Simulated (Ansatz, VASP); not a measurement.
**One calculation of BiSb3O2, two programs**

```
CELL_PARAMETERS angstrom
3.59840 0.00000 0.00000
0.00000 3.59840 0.00000
0.00000 0.00000 13.39036
ATOMIC_POSITIONS crystal
Sb 0.00000 0.00000 0.66477
Sb 0.00000 0.00000 0.33523
Sb 0.50000 0.50000 0.50000
Bi 0.00000 0.00000 0.00000
O 0.50000 0.50000 0.86814
O 0.50000 0.50000 0.13186
```

Change from the starting cell: species swapped into the Er2Mg3Ru type (P4/mmm, No. 123).

Alike in both runs: task relaxation of cell and atoms; functional PBE; k mesh 6 × 6 × 2; occupations gaussian, width 0.1 eV; no spin polarisation.

```csv
,VASP,Ansatz
version,VASP 6.6.1,Ansatz 0.2.0
potentials or method,"VASP PAW PBE potentials, release 64 (Sb, Bi_d, O), cutoff 600 eV","scalar-relativistic, plane waves, PAW"
valence electrons in the cell,42,72
```

Ansatz gave:

| Property | Result |
| --- | --- |
| gap on the k mesh at the Fermi level, each at its own relaxed structure (eV) | none |
| relaxed volume (Å³/atom) | 20.36 |
| relaxed cell length with the largest relative difference (Å) | 3.154 |

Estimate VASP's values.

gap on the k mesh at the Fermi level, each at its own relaxed structure (eV): none; relaxed volume (Å³/atom): 20.33; relaxed cell length with the largest relative difference (Å): 3.151.

A gap of «none» marks a metal or a gap that the smearing closes. VASP's potentials hold 42 valence electrons a cell and Ansatz's 72, so a difference there can come from the potentials and not from the codes.

Spin-orbit coupling is off throughout. Noted on VASP's run: the volume moved by over 15 % at a fixed basis, so the end points are rough; too few bands were computed for a metal, which touches its energy and stress.
